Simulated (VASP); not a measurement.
Sr2I, 3 atoms in the cell. Symmetry: P-3m1, No. 164, trigonal system. The conventional cell has a = 4.335 Å, b = 4.335 Å, c = 8.447 Å, α = 90.00°, β = 90.00°, γ = 120.00°. Within 4.7 Å of Sr (site symmetry 3m) lie 3 I at 3.57 Å and 9 Sr at 4.19 to 4.33 Å. Within 4.7 Å of I (site symmetry -3m) lie 6 Sr at 3.57 Å and 6 I at 4.33 Å. 

```yaml
Program: VASP 6.6.1
Task: single point
Functional: PBE
Potentials_or_basis: VASP PAW PBE potentials, release 64 (Sr_sv, I)
Cutoff: 520 eV
k_mesh: 12 × 12 × 6
Occupations: gaussian, width 0.1 eV
Spin: no spin polarisation
Dipole_correction: no
Further_INCAR_settings: ALGO = Normal; EDIFF = 1e-07; NBANDS = 20
```

Potentials or basis: VASP PAW PBE potentials, release 64 (Sr_sv, I).

Run with:

```bash
$ cat potpaw_PBE.64/Sr_sv/POTCAR potpaw_PBE.64/I/POTCAR > POTCAR
$ mpirun -np 1 vasp_std > vasp.out
```

Hardware: 1 thread of Oxide Virtual Turin-like Processor, with other jobs on the host.

Problem. How long does it take, and how much memory?

Solution. Run time: 5.7 min on 1 thread of Oxide Virtual Turin-like Processor, on a shared host, peak memory 0.4 GiB. Counts: scf iterations 13, k points 100.
